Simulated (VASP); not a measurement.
Sn, 2 atoms in the cell. It takes space group I4_1/amd (No. 141, tetragonal). Conventional cell: a = 4.728 Å, b = 4.728 Å, c = 6.491 Å, α = 90.00°, β = 90.00°, γ = 90.00°. Sn (site symmetry -4m2) has 4 Sn at 2.87 Å within 3.8 Å.  This cell differs from its parent crystal: equal xx and yy strain of +3 %.

| Item | Value |
| --- | --- |
| Program | VASP 6.6.1 |
| Task | electric field gradients |
| Functional | PBE |
| Potentials or basis | VASP PAW PBE potentials, release 64 (Sn_d) |
| Cutoff | 520 eV |
| k mesh | 9 × 9 × 9 |
| Occupations | fermi-dirac, width 0.03 eV |
| Spin | no spin polarisation |
| Dipole correction | no |
| Further INCAR settings | ALGO = Normal; EDIFF = 1e-08; NBANDS = 21 |

Potentials or basis: VASP PAW PBE potentials, release 64 (Sn_d).

Launch:

```bash
$ cat potpaw_PBE.64/Sn_d/POTCAR > POTCAR
$ mpirun -np 1 vasp_std > vasp.out
```

Hardware: 1 thread of AMD EPYC 9R45 96-Core Processor (Zen 5), with other jobs on the host.

Estimate the wall time of this run.

Run time: 60 s on 1 thread of AMD EPYC 9R45 96-Core Processor (Zen 5), with other jobs on the host, peak memory 0.22 GiB. Counts: scf iterations 15, k points 75.
